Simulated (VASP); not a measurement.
# Be (P6_3/mmc) in VASP: further runs

The runs below take Be through single point, with PBEsol.

Everything below comes from runs of VASP 6.6.1. Logs are shortened: lines on timing, memory, paths and dates and some standing lists are left out, and cuts for length are marked.

## (1) The cell of the first run

The structure is hexagonal, space group P6_3/mmc (No. 194). Conventional cell: a = 2.288 Å, b = 2.288 Å, c = 3.597 Å, α = 90.00°, β = 90.00°, γ = 120.00°. Be (site symmetry -6m2) has 12 Be at 2.23 to 2.29 Å within 3.0 Å.

## (2) Single point, PBEsol (8.15 Å³/atom)

File INCAR:

```
SYSTEM = Be
PREC     = Accurate       ! precision mode
ENCUT    = 520            ! plane-wave cutoff, eV
EDIFF    = 1E-6           ! SCF threshold, eV
ISMEAR   = -1             ! smearing method
SIGMA    = 0.1            ! smearing width, eV
LREAL    = .FALSE.        ! projectors in reciprocal space
LASPH    = .TRUE.         ! aspherical terms in the spheres
NELM     = 60             ! most SCF steps
ALGO     = Normal         ! electronic algorithm
ISIF     = 2              ! what is computed and relaxed
LWAVE    = .FALSE.        ! write WAVECAR
LCHARG   = .FALSE.        ! write CHGCAR
GGA      = PS             ! functional
NBANDS   = 9              ! bands
```

File KPOINTS:

```
regular mesh
0
G
  26 26 15
  0 0 0
```

File POSCAR:

```
Be
1.0
    2.2877899383      0.0000000000      0.0000000000
   -1.1438949692      1.9812842050      0.0000000000
    0.0000000000      0.0000000000      3.5970695241
Be
2
Direct
    0.3333333333      0.6666666667      0.2500000000
    0.6666666667      0.3333333333      0.7500000000
```

Potentials or basis: VASP PAW PBE potentials, release 64 (Be).

Launch:

```sh
cat potpaw_PBE.64/Be/POTCAR > POTCAR
mpirun -np 1 vasp_std > vasp.out
```

OUTCAR:

```text
SYSTEM = Be
   PREC = Accurate
   ENCUT = 520
   EDIFF = 1E-6
   ISMEAR = -1
   LREAL = .FALSE.
   LASPH = .TRUE.
   NELM = 60
   ISIF = 2
   GGA = PS

 ion  position               nearest neighbor table
   1  0.333  0.667  0.250-   2 2.23   2 2.23   2 2.23   2 2.23   2 2.23   2 2.23
   2  0.667  0.333  0.750-   1 2.23   1 2.23   1 2.23   1 2.23   1 2.23   1 2.23

  LATTYP: Found a hexagonal cell.
 ALAT       =     2.2877899383
 C/A-ratio  =     1.5722901233

  Lattice vectors:

 A1 = (   2.2877899383,   0.0000000000,   0.0000000000)
 A2 = (  -1.1438949692,   1.9812842050,   0.0000000000)
 A3 = (   0.0000000000,   0.0000000000,   3.5970695241)

Analysis of symmetry for initial positions (statically):
=====================================================================
 Subroutine PRICEL returns:
 Original cell was already a primitive cell.

 Routine SETGRP: Setting up the symmetry group for a
 hexagonal supercell.

 Subroutine GETGRP returns: Found 24 space group operations
 (whereof 12 operations were pure point group operations)
 out of a pool of 24 trial point group operations.

The static configuration has the point symmetry D_3d.
 The point group associated with its full space group is D_6h.

Analysis of symmetry for dynamics (positions and initial velocities):
=====================================================================
 Subroutine PRICEL returns:
 Original cell was already a primitive cell.

 Routine SETGRP: Setting up the symmetry group for a
 hexagonal supercell.

 Subroutine GETGRP returns: Found 24 space group operations
 (whereof 12 operations were pure point group operations)
 out of a pool of 24 trial point group operations.

The dynamic configuration has the point symmetry D_3d.
 The point group associated with its full space group is D_6h.

 Subroutine INISYM returns: Found 24 space group operations
 (whereof 12 operations are pure point group operations),
 and found     1 'primitive' translations

----------------------------------------------------------------------------------------

                                     Primitive cell

  volume of cell :      16.3047

  direct lattice vectors                    reciprocal lattice vectors
     2.287789938  0.000000000  0.000000000     0.437103068  0.252361574  0.000000000
    -1.143894969  1.981284205  0.000000000     0.000000000  0.504723147  0.000000000
     0.000000000  0.000000000  3.597069524     0.000000000  0.000000000  0.278004079

  length of vectors
     2.287789938  2.287789938  3.597069524     0.504723147  0.504723147  0.278004079

  position of ions in fractional coordinates (direct lattice)
     0.333333333  0.666666667  0.250000000
     0.666666667  0.333333333  0.750000000

  ion indices of the primitive-cell ions
   primitive index   ion index
                 1           1
                 2           2

----------------------------------------------------------------------------------------

 KPOINTS: regular mesh

Automatic generation of k-mesh.
 Grid dimensions read from file:
 generate k-points for:   26   26   15

 Generating k-lattice:

  Cartesian coordinates                     Fractional coordinates (reciprocal lattice)
     0.016811656  0.009706214  0.000000000     0.038461538 -0.000000000  0.000000000
     0.000000000  0.019412429  0.000000000     0.000000000  0.038461538  0.000000000
     0.000000000  0.000000000  0.018533605     0.000000000  0.000000000  0.066666667

  Length of vectors
     0.019412429  0.019412429  0.018533605

  Shift w.r.t. Gamma in fractional coordinates (k-lattice)
     0.000000000  0.000000000  0.000000000

 Subroutine IBZKPT returns following result:
 ===========================================

 Found    560 irreducible k-points:

 Following reciprocal coordinates:
            Coordinates               Weight
  0.000000  0.000000  0.000000      1.000000
  0.038462  0.000000  0.000000      6.000000
  0.076923  0.000000  0.000000      6.000000
  0.115385  0.000000  0.000000      6.000000
  0.153846  0.000000  0.000000      6.000000
  0.192308  0.000000  0.000000      6.000000
[... 16 lines left out ...]
  0.346154  0.038462  0.000000     12.000000
  0.384615  0.038462  0.000000     12.000000
 [... further k-points ...]
   k-points           NKPTS =    560   k-points in BZ     NKDIM =    560   number of bands    NBANDS=      9
   number of dos      NEDOS =    301   number of ions     NIONS =      2
   total plane-waves  NPLWV =   9072
   dimension x,y,z NGX =    18 NGY =   18 NGZ =   28
   dimension x,y,z NGXF=    36 NGYF=   36 NGZF=   56
   ions per type =               2
   NGX,Y,Z   is equivalent  to a cutoff of  13.08, 13.08, 12.94 a.u.
   NGXF,Y,Z  is equivalent  to a cutoff of  26.16, 26.16, 25.88 a.u.
 SYSTEM =  Be
   PREC   = accura    normal or accurate (medium, high low for compatibility)
   ISTART =      0    job   : 0-new  1-cont  2-samecut
   ICHARG =      2    charge: 1-file 2-atom 10-const
   ISPIN  =      1    spin polarized calculation?
   LNONCOLLINEAR =      F non collinear calculations
   LSORBIT =      F    spin-orbit coupling
   LASPH  =      T    aspherical Exc in radial PAW
   ENCUT  =  520.0 eV  38.22 Ry    6.18 a.u.   4.25  4.25  6.69*2*pi/ulx,y,z
   NELM   =     60;   NELMIN=  2; NELMDL= -5     # of ELM steps
   EDIFF  = 0.1E-05   stopping-criterion for ELM
   LREAL  =      F    real-space projection
   EDIFFG = 0.1E-04   stopping-criterion for IOM
   NSW    =      0    number of steps for IOM
   IBRION =     -1    ionic relax: 0-MD 1-quasi-New 2-CG
   NFREE  =      0    steps in history (QN), initial steepest desc. (CG)
   ISIF   =      2    stress and relaxation
   ISYM   =      2    0-nonsym 1-usesym 2-fastsym
   POTIM  = 0.5000    time-step for ionic-motion
   TEBEG  =    0.0;   TEEND  =   0.0 temperature during run
   PSTRESS=    0.0 pullay stress
   NELECT =       4.0000    total number of electrons
   NUPDOWN=      -1.0000    fix difference up-down
   EMIN   =  10.00;   EMAX   =-10.00  energy-range for DOS
   EFERMI =   0.00;   METHOD = LEGACY
   ISMEAR =    -1;   SIGMA  =   0.10  broadening in eV -4-tet -1-fermi 0-gaus
   EFERMI_NEDOS =   21; number of points for ismear=-14 and -15
   IALGO  =     38    algorithm
   IMIX   =      4    mixing-type and parameters
     AMIX     =   0.40;   BMIX     =  1.00
     AMIX_MAG =   1.60;   BMIX_MAG =  1.00
  volume/ion in A,a.u.               =       8.15        55.01
  Fermi-wavevector in a.u.,A,eV,Ry     =   1.024844  1.936674 14.290258  1.050304
  Thomas-Fermi vector in A             =   2.158652
   LORBIT       =      0    0 simple, 1 ext, 2 COOP (PROOUT), +10 PAW based schemes
   GGA     = PS    functional components
   LHFCALC =     F    Hartree Fock is set to
   AEXX    =    0.0000 exact exchange contribution
   IVDW    =     0    specifies the selected vdW correction
   LEPSILON=     F    determine dielectric tensor
   LRPA    =     F    only Hartree local field effects (RPA)
 non-spin polarized calculation
  energy-cutoff  :      520.00
  volume of cell :       16.30
 maximum number of plane-waves:       457
 NGX is ok and might be reduce to    18
   NGX =  9   NGY =  9   NGZ = 13

 number of electron       4.0000000 magnetization

 Free energy of the ion-electron system (eV)
  ---------------------------------------------------
  ext. energy  EPLUGINS =         0.00000000
  ---------------------------------------------------
  free energy    TOTEN  =        -7.99223624 eV

  energy without entropy =       -7.98909665  energy(sigma->0) =       -7.99066645

 E-fermi :   6.8236     XC(G=0): -10.5079

 val. band max:        6.7841238006   @ k =   0.3462   0.0000   0.0000
 cond. band min:       6.8914690740   @ k =   0.3077   0.1154   0.0000
 fundamental gap:      0.1073452735
 Fermi energy:         6.8236017524

 k-point     1 :       0.0000    0.0000    0.0000
  band No.  band energies     occupation
      1      -4.4085      2.00000
      2       2.4310      2.00000
      3       7.8162      0.00010
      4      22.3527      0.00000
      5      22.3527      0.00000
      6      25.1453      0.00000
      7      25.1453      0.00000
      8      27.2190      0.00000
      9      33.3421      0.00000

 k-point     2 :       0.0385    0.0000    0.0000
  band No.  band energies     occupation
      1      -4.3666      2.00000
      2       2.4855      2.00000
      3       7.8295      0.00009
      4      21.9949      0.00000
      5      22.0723      0.00000
      6      25.1507      0.00000
      7      25.3050      0.00000
      8      27.1422      0.00000
      9      32.4762      0.00000

 k-point     3 :       0.0769    0.0000    0.0000
  band No.  band energies     occupation
      1      -4.2409      2.00000
      2       2.6491      2.00000
      3       7.8683      0.00006
      4      21.0386      0.00000
      5      21.4195      0.00000
      6      25.1412      0.00000
      7      25.5807      0.00000
      8      26.8930      0.00000
      9      31.1242      0.00000

 k-point     4 :       0.1154    0.0000    0.0000
  band No.  band energies     occupation
      1      -4.0312      2.00000
      2       2.9215      2.00000
      3       7.9282      0.00003
      4      19.7127      0.00000
      5      20.6334      0.00000
      6      25.0755      0.00000
      7      25.7189      0.00000
      8      26.4170      0.00000
      9      29.6326      0.00000

 k-point     5 :       0.1538    0.0000    0.0000
  band No.  band energies     occupation
      1      -3.7375      2.00000
      2       3.3023      2.00000
      3       7.9996      0.00002
      4      18.2175      0.00000
      5      19.8300      0.00000
      6      24.8910      0.00000
      7      25.6406      0.00000
      8      25.6429      0.00000
      9      28.1672      0.00000

 k-point     6 :       0.1923    0.0000    0.0000
  band No.  band energies     occupation
      1      -3.3599      2.00000
      2       3.7907      2.00000
      3       8.0622      0.00001
      4      16.6995      0.00000
      5      19.0621      0.00000
      6      24.4252      0.00000
      7      24.5224      0.00000
      8      25.3934      0.00000
      9      26.9817      0.00000
[... 169 lines left out ...]
 k-point    21 :       0.2692    0.0385    0.0000
  band No.  band energies     occupation
      1      -2.0186      2.00000
      2       5.5137      2.00000
      3       7.8551      0.00007
      4      13.5368      0.00000
      5      17.1598      0.00000
      6      20.6827      0.00000
      7      21.7060      0.00000
      8      24.3567      0.00000
      9      26.2948      0.00000

 k-point    22 :       0.3077    0.0385    0.0000
  band No.  band energies     occupation
      1      -1.3522      2.00000
      2       6.3639      1.98004
      3       7.3739      0.00812
      4      12.8815      0.00000
      5      16.6278      0.00000
      6      19.0105      0.00000
      7      20.4963      0.00000
      8      24.0110      0.00000
      9      26.1994      0.00000

 k-point    23 :       0.3462    0.0385    0.0000
  band No.  band energies     occupation
      1      -0.6102      2.00000
      2       6.6008      1.80546
      3       7.3057      0.01598
      4      12.6581      0.00000
      5      16.1588      0.00000
      6      17.3666      0.00000
      7      19.3949      0.00000
      8      23.7151      0.00000
      9      26.1563      0.00000

 k-point    24 :       0.3846    0.0385    0.0000
  band No.  band energies     occupation
      1       0.1960      2.00000
      2       5.6441      1.99998
      3       8.3214      0.00000
      4      12.7601      0.00000
      5      15.7365      0.00000
      6      15.8032      0.00000
      7      18.4715      0.00000
      8      23.4833      0.00000
      9      26.1387      0.00000

 [... further k-points ...]

------------------------ aborting loop because EDIFF is reached ----------------------------------------

  FORCE on cell =-STRESS in cart. coord.  units (eV):
  Direction    XX          YY          ZZ          XY          YZ          ZX
  --------------------------------------------------------------------------------------
  -------------------------------------------------------------------------------------
  Total       -0.4502928     -0.4502928     -0.3972512      0.0000000      0.0000000      0.0000000
  in kB      -44.2480225    -44.2480225    -39.0358889      0.0000000      0.0000000      0.0000000
  external PRESSURE =     -42.5106446 kB  Pullay stress =       0.0000000 kB

 VOLUME and BASIS-vectors are now :
 -----------------------------------------------------------------------------
  energy-cutoff  :      520.00
  volume of cell :       16.30
      direct lattice vectors                 reciprocal lattice vectors
     2.287789938  0.000000000  0.000000000     0.437103068  0.252361574  0.000000000
    -1.143894969  1.981284205  0.000000000     0.000000000  0.504723147  0.000000000
     0.000000000  0.000000000  3.597069524     0.000000000  0.000000000  0.278004079

 POSITION                                       TOTAL-FORCE (eV/Angst)
 -----------------------------------------------------------------------------------
     -0.00000      1.32086      0.89927         0.000000      0.000000      0.000000
      1.14389      0.66043      2.69780        -0.000000      0.000000      0.000000
 -----------------------------------------------------------------------------------
    total drift:                                0.000000     -0.000000      0.000000

  FREE ENERGIE OF THE ION-ELECTRON SYSTEM (eV)
  ---------------------------------------------------
  free  energy   TOTEN  =        -7.9922362410 eV

  energy  without entropy=       -7.9890966505  energy(sigma->0) =       -7.99066645
```

Run time: 28 s. Hardware: 1 thread of AMD EPYC 9R14 (Zen 4), shared host; peak memory 0.15 GiB.

What came out:

| Item | Value |
| --- | --- |
| Free energy | -7.9922 eV |
| Pressure | -4.3 GPa |
| Band gap on the k mesh | zero (bands 2 and 3 overlap by 1.66 eV) |

Stress tensor (GPa, compression positive):
```
-4.42  0.00  0.00
 0.00 -4.42  0.00
 0.00  0.00 -3.90
```

Caveat: the cell stands under tension; the PAW data sets were made with another functional, which shifts forces and pressure a little.

## (3) Single point, PBEsol (8.47 Å³/atom)

This run uses another cell than the first one, of 8.47 Å³/atom.

File INCAR:

```
SYSTEM = Be
ALGO = Normal
EDIFF = 1E-7
ENCUT = 520
GGA = PS
ISIF = 2
ISMEAR = -1
LASPH = .TRUE.
LCHARG = .FALSE.
LREAL = .FALSE.
LWAVE = .FALSE.
NBANDS = 9
NELM = 60
PREC = Accurate
SIGMA = 0.1
```

File KPOINTS:

```
k-points
0
G
  26 26 15
  0 0 0
```

File POSCAR:

```
Be
1.0
    2.3167523792      0.0000000000      0.0000000000
   -1.1583761896      2.0063664146      0.0000000000
    0.0000000000      0.0000000000      3.6426068839
Be
2
Direct
    0.3333333333      0.6666666667      0.2500000000
    0.6666666667      0.3333333333      0.7500000000
```

Potentials or basis: VASP PAW PBE potentials, release 64 (Be).

Launch:

```sh
cat potpaw_PBE.64/Be/POTCAR > POTCAR
mpirun -np 1 vasp_std > vasp.out
```

OUTCAR:

```text
SYSTEM = Be
   EDIFF = 1E-7
   ENCUT = 520
   GGA = PS
   ISIF = 2
   ISMEAR = -1
   LASPH = .TRUE.
   LREAL = .FALSE.
   NELM = 60
   PREC = Accurate

 ion  position               nearest neighbor table
   1  0.333  0.667  0.250-   2 2.26   2 2.26   2 2.26   2 2.26   2 2.26   2 2.26
   2  0.667  0.333  0.750-   1 2.26   1 2.26   1 2.26   1 2.26   1 2.26   1 2.26

  LATTYP: Found a hexagonal cell.
 ALAT       =     2.3167523792
 C/A-ratio  =     1.5722901233

  Lattice vectors:

[... 477 lines left out ...]
------------------------ aborting loop because EDIFF is reached ----------------------------------------

  FORCE on cell =-STRESS in cart. coord.  units (eV):
  Direction    XX          YY          ZZ          XY          YZ          ZX
  --------------------------------------------------------------------------------------
  -------------------------------------------------------------------------------------
  Total       -0.8574495     -0.8574495     -0.8650648     -0.0000000     -0.0000000     -0.0000000
  in kB      -81.1366252    -81.1366252    -81.8572302     -0.0000000     -0.0000000     -0.0000000
  external PRESSURE =     -81.3768269 kB  Pullay stress =       0.0000000 kB

 VOLUME and BASIS-vectors are now :
 -----------------------------------------------------------------------------
  energy-cutoff  :      520.00
  volume of cell :       16.93
      direct lattice vectors                 reciprocal lattice vectors
     2.316752379  0.000000000  0.000000000     0.431638706  0.249206723  0.000000000
    -1.158376190  2.006366415  0.000000000     0.000000000  0.498413447  0.000000000
     0.000000000  0.000000000  3.642606884     0.000000000  0.000000000  0.274528664

 POSITION                                       TOTAL-FORCE (eV/Angst)
 -----------------------------------------------------------------------------------
     -0.00000      1.33758      0.91065        -0.000000      0.000000      0.000000
      1.15838      0.66879      2.73196         0.000000     -0.000000      0.000000
 -----------------------------------------------------------------------------------
    total drift:                                0.000000     -0.000000      0.000000

  FREE ENERGIE OF THE ION-ELECTRON SYSTEM (eV)
  ---------------------------------------------------
  free  energy   TOTEN  =        -7.9677763375 eV

  energy  without entropy=       -7.9645156318  energy(sigma->0) =       -7.96614598
```

OSZICAR:

```text
N       E                     dE             d eps       ncg     rms          rms(c)
DAV:   1    -0.328904432685E+01   -0.32890E+01   -0.17658E+03 10184   0.364E+02
DAV:   2    -0.793820181605E+01   -0.46492E+01   -0.45250E+01 15306   0.529E+01
DAV:   3    -0.799569391071E+01   -0.57492E-01   -0.57274E-01 11449   0.389E+00
DAV:   4    -0.799579647577E+01   -0.10257E-03   -0.10256E-03 12474   0.163E-01
DAV:   5    -0.799579652635E+01   -0.50574E-07   -0.50557E-07 11259   0.367E-03    0.117E+00
DAV:   6    -0.797636383018E+01    0.19433E-01   -0.17240E-03 10838   0.371E-01    0.707E-01
DAV:   7    -0.796777643178E+01    0.85874E-02   -0.26769E-03 10826   0.393E-01    0.112E-02
DAV:   8    -0.796777576696E+01    0.66482E-06   -0.14164E-05 11277   0.253E-02    0.481E-03
DAV:   9    -0.796777637475E+01   -0.60779E-06   -0.34590E-07 11417   0.411E-03    0.535E-04
DAV:  10    -0.796777633747E+01    0.37285E-07   -0.77776E-10  7119   0.176E-04
   1 F= -.79677763E+01 E0= -.79661460E+01  d E =-.326071E-02
```

Run time: 31 s. Hardware: 1 thread of AMD EPYC 9R14 (Zen 4), shared host; peak memory 0.15 GiB.

Results:

```yaml
Free_energy: -7.9678 eV
Pressure: -8.1 GPa
Band_gap_on_the_k_mesh: zero (bands 2 and 3 overlap by 1.63 eV)
```

Levels at points of the mesh, in eV from the Fermi level:
| k point | band 1 | band 2 | band 3 | band 4 | band 5 | band 6 | band 7 |
| --- | --- | --- | --- | --- | --- | --- | --- |
| (0.00, 0.00, 0.00) | -11.04 | -4.27 | 0.86 | 15.06 | 15.06 | 17.78 | 17.78 |
| (0.50, 0.00, 0.00) | -4.85 | -3.14 | 3.40 | 6.18 | 6.26 | 8.84 | 9.51 |

Caveat: the cell stands under tension; the PAW data sets were made with another functional, which shifts forces and pressure a little.

(Part 1 of 2 ends here.)
